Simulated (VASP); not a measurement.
Input of a VASP 6.6.1 run:

File INCAR:

```
SYSTEM = Ga
PREC = Accurate ; ENCUT = 520
EDIFF = 1E-6 ; ISMEAR = 0
SIGMA = 0.15 ; LREAL = .FALSE.
LASPH = .TRUE. ; NELM = 60
ALGO = Fast ; ISIF = 2
LWAVE = .FALSE. ; LCHARG = .FALSE.
GGA = PS ; NBANDS = 20
```

Contents of KPOINTS:

```
regular mesh
0
G
  18 18 16
  0 0 0
```

Contents of POSCAR:

```
Ga
1.0
    1.4500000000     -4.0650000000      0.0000000000
    1.4500000000      4.0650000000      0.0000000000
    0.0000000000      0.0000000000      3.2492500000
Ga
2
Direct
    0.8670000000      0.1330000000      0.2500000000
    0.1330000000      0.8670000000      0.7500000000
```

Potentials or basis: VASP PAW PBE potentials, release 64 (Ga_d).

Run with:

```console
$ cat potpaw_PBE.64/Ga_d/POTCAR > POTCAR
$ mpirun -np 1 vasp_std > vasp.out
```

(1) What does it give for the band gap on the k mesh?

(2) What does it give for the pressure?

## Answers

(1) zero (bands 13 and 14 overlap by 8.81 eV).

(2) -3.2 GPa.

Caveat: the cell differs from its parent crystal (strain +0.000 along x and y, +0.025 along z); the cell stands under tension; the PAW data sets were made with another functional, which shifts forces and pressure a little.
